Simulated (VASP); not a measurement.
A run of VASP 6.6.1 is set up as follows.

POSCAR

```
Mg
1.0
    3.2028147905      0.0000000000      0.0000000000
   -1.6014073953      2.7737189722      0.0000000000
    0.0000000000      0.0000000000      3.0448375700
Mg
1
Direct
    0.0000000000      0.0000000000      0.0000000000
```

INCAR.step1

```
SYSTEM = Mg
PREC     = Accurate       ! precision mode
ENCUT    = 520            ! plane-wave cutoff, eV
ISMEAR   = 0              ! smearing method
SIGMA    = 0.15           ! smearing width, eV
LREAL    = .FALSE.        ! projectors in reciprocal space
LASPH    = .TRUE.         ! aspherical terms in the spheres
NELM     = 80             ! most SCF steps
NBANDS   = 7              ! bands
GGA      = PE             ! functional
ALGO     = Normal         ! electronic algorithm
EDIFF    = 1E-4           ! SCF threshold, eV
LWAVE    = .TRUE.         ! write WAVECAR
LCHARG   = .FALSE.        ! write CHGCAR
```

File INCAR.step2:

```
SYSTEM = Mg
PREC     = Accurate       ! precision mode
ENCUT    = 520            ! plane-wave cutoff, eV
EDIFF    = 1E-6           ! SCF threshold, eV
ISMEAR   = 0              ! smearing method
SIGMA    = 0.15           ! smearing width, eV
LREAL    = .FALSE.        ! projectors in reciprocal space
LASPH    = .TRUE.         ! aspherical terms in the spheres
NELM     = 80             ! most SCF steps
ALGO     = Normal         ! electronic algorithm
ISIF     = 2              ! what is computed and relaxed
LWAVE    = .FALSE.        ! write WAVECAR
LCHARG   = .FALSE.        ! write CHGCAR
METAGGA  = R2SCAN         ! meta-GGA
LMIXTAU  = .TRUE.       
NBANDS   = 7              ! bands
ISTART   = 1
```

The input KPOINTS:

```
regular mesh
0
G
  18 18 16
  0 0 0
```

Potentials or basis: VASP PAW PBE potentials, release 64 (Mg).

Launch:

```console
$ cat potpaw_PBE.64/Mg/POTCAR > POTCAR
$ cp INCAR.step1 INCAR
$ mpirun -np 1 vasp_std > vasp.out
$ cp INCAR.step2 INCAR
$ mpirun -np 1 vasp_std > vasp.out
```

(1) Estimate the pressure.

(2) What does it give for the band gap on the k mesh?

## Answers

(1) -2.4 GPa.

(2) zero (band 1 reaches 5.12 eV, above the bottom of band 2 at -0.49 eV).

Caveat: the cell differs from its parent crystal (strain +0.050 along x and y, +0.000 along z); the PAW data sets were made with another functional, which shifts forces and pressure a little.
